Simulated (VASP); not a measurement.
# SiC (CsCl type) (Pm-3m) in VASP: further runs

SiC (CsCl type) is run at these levels: PBE; tasks: relaxation of cell and atoms, single point.

Everything below comes from runs of VASP 6.6.1. Logs are shortened: lines on timing, memory, paths and dates and some standing lists are left out, and cuts for length are marked.

## Step 1: The cell of the first run

Symmetry: Pm-3m, No. 221, cubic system. Conventional cell: a = 2.286 Å, b = 2.286 Å, c = 2.286 Å, α = 90.00°, β = 90.00°, γ = 90.00°. Within 2.6 Å of Si (site symmetry m-3m) lie 8 C at 1.98 Å and 6 Si at 2.29 Å. C (site symmetry m-3m) has 8 Si at 1.98 Å and 6 C at 2.29 Å within 2.6 Å.

## Step 2: Relaxation of cell and atoms, PBE, target pressure 190 GPa, at which the enthalpy is minimised

The input, INCAR:

```
SYSTEM = SiC
  ALGO = Normal
  EDIFF = 1E-6
  EDIFFG = -0.005
  ENCUT = 600
  GGA = PE
  IBRION = 2
  ISIF = 3
  ISMEAR = -1
  LASPH = .True.
  LCHARG = .False.
  LREAL = .False.
  LWAVE = .False.
  NELM = 80
  NSW = 32
  PREC = Accurate
  PSTRESS = 1900.0
  SIGMA = 0.05
```

The input, KPOINTS:

```
k-points
0
Gamma
  16 16 16
  0 0 0
```

The input, POSCAR:

```
SiC
1.0
    2.2855385659      0.0000000000      0.0000000000
    0.0000000000      2.2855385659      0.0000000000
    0.0000000000      0.0000000000      2.2855385659
Si C
1 1
Direct
    0.0000000000      0.0000000000      0.0000000000
    0.5000000000      0.5000000000      0.5000000000
```

Potentials or basis: VASP PAW PBE potentials, release 64 (Si, C).

Command:

```console
$ cat potpaw_PBE.64/Si/POTCAR potpaw_PBE.64/C/POTCAR > POTCAR
$ mpirun -np 1 vasp_std > vasp.out
```

OUTCAR:

```text
SYSTEM = SiC
   EDIFF = 1E-6
   EDIFFG = -0.005
   ENCUT = 600
   GGA = PE
   IBRION = 2
   ISIF = 3
   ISMEAR = -1
   LASPH = .True.
   LREAL = .False.
   NELM = 80
   NSW = 32
   PREC = Accurate
   PSTRESS = 1900.0

 ion  position               nearest neighbor table
   1  0.000  0.000  0.000-   2 1.98   2 1.98   2 1.98   2 1.98   2 1.98   2 1.98   2 1.98   2 1.98

   2  0.500  0.500  0.500-   1 1.98   1 1.98   1 1.98   1 1.98   1 1.98   1 1.98   1 1.98   1 1.98

  LATTYP: Found a simple cubic cell.
 ALAT       =     2.2855385659

  Lattice vectors:

 A1 = (   2.2855385659,   0.0000000000,   0.0000000000)
 A2 = (   0.0000000000,   2.2855385659,   0.0000000000)
 A3 = (   0.0000000000,   0.0000000000,   2.2855385659)

Analysis of symmetry for initial positions (statically):
=====================================================================
 Subroutine PRICEL returns:
 Original cell was already a primitive cell.

 Routine SETGRP: Setting up the symmetry group for a
 simple cubic supercell.

 Subroutine GETGRP returns: Found 48 space group operations
 (whereof 48 operations were pure point group operations)
 out of a pool of 48 trial point group operations.

The static configuration has the point symmetry O_h .

Analysis of symmetry for dynamics (positions and initial velocities):
=====================================================================
 Subroutine PRICEL returns:
 Original cell was already a primitive cell.

 Routine SETGRP: Setting up the symmetry group for a
 simple cubic supercell.

 Subroutine GETGRP returns: Found 48 space group operations
 (whereof 48 operations were pure point group operations)
 out of a pool of 48 trial point group operations.

The dynamic configuration has the point symmetry O_h .

 Subroutine INISYM returns: Found 48 space group operations
 (whereof 48 operations are pure point group operations),
 and found     1 'primitive' translations

----------------------------------------------------------------------------------------

                                     Primitive cell

  volume of cell :      11.9389

  direct lattice vectors                    reciprocal lattice vectors
     2.285538566  0.000000000  0.000000000     0.437533636  0.000000000  0.000000000
     0.000000000  2.285538566  0.000000000     0.000000000  0.437533636  0.000000000
     0.000000000  0.000000000  2.285538566     0.000000000  0.000000000  0.437533636

  length of vectors
     2.285538566  2.285538566  2.285538566     0.437533636  0.437533636  0.437533636

[... 88 lines left out ...]
   POTIM  = 0.5000    time-step for ionic-motion
   TEBEG  =    0.0;   TEEND  =   0.0 temperature during run
   PSTRESS= 1900.0 pullay stress
   NELECT =       8.0000    total number of electrons
   NUPDOWN=      -1.0000    fix difference up-down
   EMIN   =  10.00;   EMAX   =-10.00  energy-range for DOS
   EFERMI =   0.00;   METHOD = LEGACY
   ISMEAR =    -1;   SIGMA  =   0.05  broadening in eV -4-tet -1-fermi 0-gaus
   EFERMI_NEDOS =   21; number of points for ismear=-14 and -15
   IALGO  =     38    algorithm
   IMIX   =      4    mixing-type and parameters
     AMIX     =   0.40;   BMIX     =  1.00
     AMIX_MAG =   1.60;   BMIX_MAG =  1.00
  volume/ion in A,a.u.               =       5.97        40.28
  Fermi-wavevector in a.u.,A,eV,Ry     =   1.432571  2.707167 27.922703  2.052261
  Thomas-Fermi vector in A             =   2.552184
   LORBIT       =      0    0 simple, 1 ext, 2 COOP (PROOUT), +10 PAW based schemes
   GGA     = PE    functional components
   LHFCALC =     F    Hartree Fock is set to
   AEXX    =    0.0000 exact exchange contribution
   IVDW    =     0    specifies the selected vdW correction
   LEPSILON=     F    determine dielectric tensor
   LRPA    =     F    only Hartree local field effects (RPA)
 conjugate gradient relaxation of ions
 non-spin polarized calculation
  energy-cutoff  :      600.00
  volume of cell :       11.94
 maximum number of plane-waves:       432
   NGX =  9   NGY =  9   NGZ =  9

 number of electron       8.0000000 magnetization

 Free energy of the ion-electron system (eV)
  ---------------------------------------------------
  ext. energy  EPLUGINS =         0.00000000
  ---------------------------------------------------
  free energy    TOTEN  =        -8.27812824 eV

  energy without entropy =       -8.27340005  energy(sigma->0) =       -8.27576414

 E-fermi :  18.5141     XC(G=0): -14.4223

 val. band max:       18.4967915143   @ k =   0.4375   0.0625   0.0000
 cond. band min:      18.5324804873   @ k =   0.5000   0.2500   0.1250
 fundamental gap:      0.0356889730
 Fermi energy:        18.5140532095

 k-point     1 :       0.0000    0.0000    0.0000
  band No.  band energies     occupation
      1      -4.5819      2.00000
      2      16.8233      2.00000
      3      16.8233      2.00000
      4      16.8233      2.00000
      5      22.2864      0.00000
      6      22.2864      0.00000
      7      26.7114      0.00000
      8      38.6829      0.00000
[... 243 lines left out ...]
 k-point    24 :       0.5000    0.1250    0.0000
  band No.  band energies     occupation
      1       1.3223      2.00000
      2       2.9258      2.00000
      3      17.2177      2.00000
      4      19.5540      0.00000
      5      23.2849      0.00000
      6      29.2897      0.00000
      7      29.3558      0.00000
      8      29.8901      0.00000

 [... further k-points ...]

------------------------ aborting loop because EDIFF is reached ----------------------------------------

  FORCE on cell =-STRESS in cart. coord.  units (eV):
  Direction    XX          YY          ZZ          XY          YZ          ZX
  --------------------------------------------------------------------------------------
  -------------------------------------------------------------------------------------
  Total       14.1485517     14.1485517     14.1485517     -0.0000000      0.0000000     -0.0000000
  in kB     1898.7024279   1898.7024279   1898.7024279     -0.0000000      0.0000000     -0.0000000
  external PRESSURE =      -1.2975721 kB  Pullay stress =    1900.0000000 kB

 VOLUME and BASIS-vectors are now :
 -----------------------------------------------------------------------------
  energy-cutoff  :      600.00
  volume of cell :       11.94
      direct lattice vectors                 reciprocal lattice vectors
     2.285538566  0.000000000  0.000000000     0.437533636  0.000000000  0.000000000
     0.000000000  2.285538566  0.000000000     0.000000000  0.437533636  0.000000000
     0.000000000  0.000000000  2.285538566     0.000000000  0.000000000  0.437533636

 POSITION                                       TOTAL-FORCE (eV/Angst)
 -----------------------------------------------------------------------------------
      0.00000      0.00000      0.00000         0.000000      0.000000      0.000000
      1.14277      1.14277      1.14277         0.000000      0.000000      0.000000
 -----------------------------------------------------------------------------------
    total drift:                                0.000000     -0.000000      0.000000

  FREE ENERGIE OF THE ION-ELECTRON SYSTEM (eV)
  ---------------------------------------------------
  free  energy   TOTEN  =        -8.2781282391 eV

  energy  without entropy=       -8.2734000491  energy(sigma->0) =       -8.27576414

  enthalpy is  TOTEN    =         5.8800925403 eV   P V=       14.1582207794

 reached required accuracy - stopping structural energy minimisation
```

CONTCAR:

```text
SiC
   1.00000000000000
     2.2855385659000000    0.0000000000000000    0.0000000000000000
     0.0000000000000000    2.2855385659000000    0.0000000000000000
     0.0000000000000000    0.0000000000000000    2.2855385659000000
  Si              C
     1     1
Direct
     0.0000000000000000    0.0000000000000000    0.0000000000000000
     0.5000000000000000    0.5000000000000000    0.5000000000000000

  0.00000000E+00  0.00000000E+00  0.00000000E+00
  0.00000000E+00  0.00000000E+00  0.00000000E+00
```

Run time: 4.7 s. Hardware: 1 thread of Intel Xeon 6975P-C (Granite Rapids), shared host; peak memory 0.12 GiB.

Results:

| Property | Result |
| --- | --- |
| Free energy | -8.2781 eV |
| Pressure after relaxing | 189.9 GPa |
| Band gap on the k mesh | zero (band 4 reaches 19.91 eV, above the bottom of band 5 at 15.47 eV) |

Final structure:
```
Si C
1.0
     2.28554    0.00000    0.00000
     0.00000    2.28554    0.00000
     0.00000    0.00000    2.28554
Si C
1 1
Direct
  0.00000 0.00000 0.00000
  0.50000 0.50000 0.50000
```

Levels at points of the mesh, in eV from the Fermi level:
```tsv
k point	band 1	band 2	band 3	band 4	band 5	band 6	band 7	band 8
(0.00, 0.00, 0.00)	-23.10	-1.69	-1.69	-1.69	3.77	3.77	8.20	20.17
(0.50, 0.00, 0.00)	-17.55	-15.98	0.74	0.74	8.51	10.15	11.08	11.11
(0.50, 0.50, 0.00)	-12.04	-11.66	-11.66	-5.73	3.43	12.99	12.99	14.91
(0.50, 0.50, 0.50)	-7.49	-7.49	-7.49	-6.20	-2.31	-2.31	-2.31	6.38
```

Caveat: the relaxation stopped at its first step, so nothing moved; the cell is relaxed towards a set pressure, so the enthalpy falls and the energy may rise.

## Step 3: Single point, PBE

The input, INCAR:

```
PREC     = Accurate       # precision mode
ENCUT    = 520            # plane-wave cutoff, eV
EDIFF    = 1E-7           # SCF threshold, eV
ISMEAR   = -1             # smearing method
SIGMA    = 0.05           # smearing width, eV
LREAL    = False          # projectors in reciprocal space
LASPH    = True           # aspherical terms in the spheres
NELM     = 80             # most SCF steps
ALGO     = Normal         # electronic algorithm
ISIF     = 2              # what is computed and relaxed
LWAVE    = False          # write WAVECAR
LCHARG   = True           # write CHGCAR
GGA      = PE             # functional
LELF     = True           # ELF
LVHAR    = True         
NBANDS   = 11             # bands
```

The input, KPOINTS:

```
Automatic mesh
0
Gamma
  16 16 16
```

POSCAR is that of step 2.

Potentials or basis: VASP PAW PBE potentials, release 64 (Si, C).

Command:

```console
$ cat potpaw_PBE.64/Si/POTCAR potpaw_PBE.64/C/POTCAR > POTCAR
$ mpirun -np 1 vasp_std > vasp.out
```

OUTCAR:

```text
PREC = Accurate
   ENCUT = 520
   EDIFF = 1E-7
   ISMEAR = -1
   LREAL = False
   LASPH = True
   NELM = 80
   ISIF = 2
   GGA = PE

 ion  position               nearest neighbor table
   1  0.000  0.000  0.000-   2 1.98   2 1.98   2 1.98   2 1.98   2 1.98   2 1.98   2 1.98   2 1.98

   2  0.500  0.500  0.500-   1 1.98   1 1.98   1 1.98   1 1.98   1 1.98   1 1.98   1 1.98   1 1.98

  LATTYP: Found a simple cubic cell.
 ALAT       =     2.2855385659

  Lattice vectors:
[... 522 lines left out ...]
 [... further k-points ...]

------------------------ aborting loop because EDIFF is reached ----------------------------------------

  FORCE on cell =-STRESS in cart. coord.  units (eV):
  Direction    XX          YY          ZZ          XY          YZ          ZX
  --------------------------------------------------------------------------------------
  -------------------------------------------------------------------------------------
  Total       14.1687135     14.1687135     14.1687135     -0.0000000      0.0000000     -0.0000000
  in kB     1901.4080973   1901.4080973   1901.4080973     -0.0000000      0.0000000     -0.0000000
  external PRESSURE =    1901.4080973 kB  Pullay stress =       0.0000000 kB

 VOLUME and BASIS-vectors are now :
 -----------------------------------------------------------------------------
  energy-cutoff  :      520.00
  volume of cell :       11.94
      direct lattice vectors                 reciprocal lattice vectors
     2.285538566  0.000000000  0.000000000     0.437533636  0.000000000  0.000000000
     0.000000000  2.285538566  0.000000000     0.000000000  0.437533636  0.000000000
     0.000000000  0.000000000  2.285538566     0.000000000  0.000000000  0.437533636

 POSITION                                       TOTAL-FORCE (eV/Angst)
 -----------------------------------------------------------------------------------
      0.00000      0.00000      0.00000         0.000000      0.000000      0.000000
      1.14277      1.14277      1.14277         0.000000      0.000000      0.000000
 -----------------------------------------------------------------------------------
    total drift:                                0.000000     -0.000000      0.000000

  FREE ENERGIE OF THE ION-ELECTRON SYSTEM (eV)
  ---------------------------------------------------
  free  energy   TOTEN  =        -8.2760977577 eV

  energy  without entropy=       -8.2713701741  energy(sigma->0) =       -8.27373397
```

Wall time 8.1 s (1 thread of AMD EPYC 9R45 (Zen 5), shared host); peak memory 0.1 GiB.

What came out:

* Free energy: -8.2761 eV
* Pressure: 190.1 GPa
* Band gap on the k mesh: zero (band 4 reaches 19.91 eV, above the bottom of band 5 at 15.47 eV)

## Step 4: Single point, PBE

The input, INCAR:

```
SYSTEM = SiC
  PREC = Accurate
  ENCUT = 520
  EDIFF = 1E-6
  ISMEAR = -1
  SIGMA = 0.05
  LREAL = .False.
  LASPH = .True.
  NELM = 100
  ALGO = Normal
  ISIF = 2
  LWAVE = .False.
  LCHARG = .False.
  GGA = PE
  NBANDS = 11
```

The input, KPOINTS:

```
Automatic mesh
0
Gamma
  16 16 16
  0 0 0
```

The input, POSCAR:

```
SiC
1.0
    2.2856126345      0.0000000000      0.0000000000
    0.0000000000      2.2856126345      0.0000000000
    0.0000000000      0.0000000000      2.2856126345
Si C
1 1
Direct
    0.0000000000      0.0000000000      0.0000000000
    0.5000000000      0.5000000000      0.5000000000
```

Command:

```console
$ cat potpaw_PBE.64/Si/POTCAR potpaw_PBE.64/C/POTCAR > POTCAR
$ mpirun -np 1 vasp_std > vasp.out
```

Run time: 7.9 s. Hardware: 1 thread of AMD EPYC 9R45 (Zen 5), shared host; peak memory 0.1 GiB.

The run converged. Its results:

| Quantity | Value |
| --- | --- |
| Free energy | -8.2775 eV |
| Pressure | 190.1 GPa |
| Band gap on the k mesh | zero (band 4 reaches 19.91 eV, above the bottom of band 5 at 15.47 eV) |

Levels at points of the mesh, in eV from the Fermi level:
```csv
k point,band 1,band 2,band 3,band 4,band 5,band 6,band 7,band 8,band 9
"(0.00, 0.00, 0.00)",-23.09,-1.69,-1.69,-1.69,3.77,3.77,8.20,20.17,20.17
"(0.50, 0.00, 0.00)",-17.55,-15.98,0.74,0.74,8.51,10.15,11.07,11.07,11.86
"(0.50, 0.50, 0.00)",-12.04,-11.66,-11.66,-5.73,3.43,13.00,13.00,14.91,14.91
"(0.50, 0.50, 0.50)",-7.49,-7.49,-7.49,-6.20,-2.31,-2.31,-2.31,6.38,27.08
```

## Step 5: Relaxation of cell and atoms, PBE, target pressure 190 GPa, at which the enthalpy is minimised

This run uses another cell than the first one, of 5.64 Å³/atom, 0.945 times its volume.

The input, INCAR:

```
PREC     = Accurate       # precision mode
ENCUT    = 600            # plane-wave cutoff, eV
EDIFF    = 1E-7           # SCF threshold, eV
ISMEAR   = -1             # smearing method
SIGMA    = 0.05           # smearing width, eV
LREAL    = F              # projectors in reciprocal space
LASPH    = T              # aspherical terms in the spheres
NELM     = 80             # most SCF steps
ALGO     = Normal         # electronic algorithm
ISIF     = 3              # what is computed and relaxed
LWAVE    = F              # write WAVECAR
LCHARG   = F              # write CHGCAR
GGA      = PE             # functional
IBRION   = 2              # ionic algorithm
NSW      = 60             # ionic steps
EDIFFG   = -0.005         # ionic threshold
PSTRESS  = 1900.0
```

The input, KPOINTS:

```
regular mesh
0
Gamma
  16 16 16
```

The input, POSCAR:

```
SiC
1.0
    2.2427934963      0.0000000000      0.0000000000
    0.0000000000      2.2427934963      0.0000000000
    0.0000000000      0.0000000000      2.2427934963
Si C
1 1
Direct
    0.0000000000      0.0000000000      0.0000000000
    0.5000000000      0.5000000000      0.5000000000
```

Command:

```console
$ cat potpaw_PBE.64/Si/POTCAR potpaw_PBE.64/C/POTCAR > POTCAR
$ mpirun -np 1 vasp_std > vasp.out
```

It took 39 s on 1 thread of AMD EPYC 9R45 (Zen 5), shared host; peak memory 0.1 GiB.

Results (log left out):

* Free energy: -8.2763 eV
* Relaxed volume: 5.97 Å³/atom
* Relaxed cell: a = 2.286 Å, b = 2.286 Å, c = 2.286 Å, α = 90.00°, β = 90.00°, γ = 90.00°
* Space group after relaxing (to 0.05 Å): Pm-3m (No. 221)
* Energy change on relaxing (the enthalpy is what falls): -439.9 meV/atom
* Ionic steps: 15
* Pressure after relaxing: 190.0 GPa
* Band gap on the k mesh: zero (band 4 reaches 19.91 eV, above the bottom of band 5 at 15.47 eV)

Step by step:
| step | energy change (eV) | largest force (eV/Å) | pressure (GPa) | volume (Å³) |
| --- | --- | --- | --- | --- |
| 1 | 0.0000 | 0.0000 | 241.10 | 11.28 |
| 2 | -2.8158 | 0.0000 | 70.08 | 14.48 |
| 3 | -0.9489 | 0.0000 | 185.94 | 12.00 |
| 4 | -0.8822 | 0.0000 | 189.84 | 11.94 |
| 5 | -0.8662 | 0.0000 | 190.78 | 11.93 |
| 6 | -0.8670 | 0.0000 | 190.73 | 11.93 |
| 7 | -0.8694 | 0.0000 | 190.59 | 11.93 |
| 8 | -0.8695 | 0.0000 | 190.59 | 11.93 |
| 9 | -0.8695 | 0.0000 | 190.58 | 11.93 |
| 10 | -0.8697 | 0.0000 | 190.57 | 11.93 |
| 11 | -0.8700 | 0.0000 | 190.55 | 11.93 |
| 12 | -0.8707 | 0.0000 | 190.52 | 11.93 |
| 13 | -0.8720 | 0.0000 | 190.44 | 11.93 |
| 14 | -0.8746 | 0.0000 | 190.29 | 11.93 |
| 15 | -0.8798 | 0.0000 | 189.98 | 11.94 |

Final structure:
```
Si C
1.0
     2.28551    0.00000    0.00000
     0.00000    2.28551    0.00000
     0.00000    0.00000    2.28551
Si C
1 1
Direct
  0.00000 0.00000 0.00000
  0.50000 0.50000 0.50000
```

Levels at points of the mesh, in eV from the Fermi level:
```csv
k point,band 1,band 2,band 3,band 4,band 5,band 6,band 7,band 8
"(0.00, 0.00, 0.00)",-23.10,-1.69,-1.69,-1.69,3.77,3.77,8.20,20.17
"(0.50, 0.00, 0.00)",-17.55,-15.98,0.74,0.74,8.51,10.15,11.08,11.08
"(0.50, 0.50, 0.00)",-12.04,-11.66,-11.66,-5.73,3.43,13.00,13.00,14.91
"(0.50, 0.50, 0.50)",-7.49,-7.49,-7.49,-6.20,-2.31,-2.31,-2.31,6.38
```

Caveat: the cell is relaxed towards a set pressure, so the enthalpy falls and the energy may rise.

## Step 6: Summary

```tsv
task	cell	cutoff (eV)	gap on the mesh (eV)	pressure (GPa)
relaxation of cell and atoms	relaxed to 190 GPa from a = 2.286 Å, 2 atoms	600	none	189.9
single point	a = 2.286 Å, 2 atoms	520	none	190.1
relaxation of cell and atoms	relaxed to 190 GPa from a = 2.243 Å, 2 atoms	600	none	190.0
```

Alike in all rows: level PBE; potentials or basis VASP PAW PBE potentials, release 64 (Si, C); no spin polarisation; k mesh 16 × 16 × 16; smearing fermi-dirac 0.05 eV.

Caveats: the cell is relaxed towards a set pressure, so the enthalpy falls and the energy may rise (some runs); the relaxation stopped at its first step, so nothing moved (some runs).

Total energies depend on the potentials used, so only differences within one code and one set of settings carry meaning.
